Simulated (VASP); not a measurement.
Li, 2 atoms in the cell. Symmetry: Fd-3m, No. 227, cubic system. Conventional cell: a = 3.917 Å, b = 3.917 Å, c = 3.917 Å, α = 90.00°, β = 90.00°, γ = 90.00°. Li (site symmetry -43m) has 4 Li at 1.70 Å within 2.3 Å. This isn't the form of Li at room conditions, which is bcc.

| Item | Value |
| --- | --- |
| Program | VASP 6.6.1 |
| Task | single point |
| Functional | PBEsol |
| Potentials or basis | VASP PAW PBE potentials, release 64 (Li_sv) |
| Cutoff | 520 eV |
| k mesh | 15 × 15 × 15 |
| Occupations | fermi-dirac, width 0.1 eV |
| Spin | no spin polarisation |
| Dipole correction | no |
| Further INCAR settings | ALGO = Normal; EDIFF = 1e-06; NBANDS = 10 |

Potentials or basis: VASP PAW PBE potentials, release 64 (Li_sv).

The run is started by

```bash
$ cat potpaw_PBE.64/Li_sv/POTCAR > POTCAR
$ mpirun -np 1 vasp_std > vasp.out
```

Hardware: 1 thread of Intel(R) Xeon(R) Platinum 8488C (Sapphire Rapids), with other jobs on the host.

Problem. How long does it take, and how much memory?

Solution. It took 9.3 s on 1 thread of Intel(R) Xeon(R) Platinum 8488C (Sapphire Rapids), with other jobs on the host, peak memory 0.13 GiB. Counts: scf iterations 13, k points 120.
